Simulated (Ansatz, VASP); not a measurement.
# One calculation of SiO2, two programs

```
CELL_PARAMETERS angstrom
3.98693 0.00000 0.00000
0.00000 5.98731 0.00000
0.00000 0.00000 3.58502
ATOMIC_POSITIONS crystal
Si 0.00000 0.50000 0.50000
Si 0.50000 0.00000 0.50000
O 0.18995 0.47805 0.00000
O 0.81005 0.52195 0.00000
O 0.31005 0.97805 0.00000
O 0.68995 0.02195 0.00000
```

Alike in both runs: task relaxation of cell and atoms; functional PBE; k mesh 4 × 4 × 6; occupations gaussian, width 0.1 eV; no spin polarisation.

```csv
,VASP,Ansatz
version,VASP 6.6.1,Ansatz 0.2.0
potentials or method,"VASP PAW PBE potentials, release 64 (Si, O), cutoff 600 eV","scalar-relativistic, plane waves, PAW"
valence electrons in the cell,32,32
```

```tsv
	VASP	Ansatz	Ansatz less VASP
relaxed volume (Å³/atom)	12.23	14.26	+2.032
relaxed length of the cell vector where the two differ most in proportion (Å)	2.496	3.585	+1.0889
```
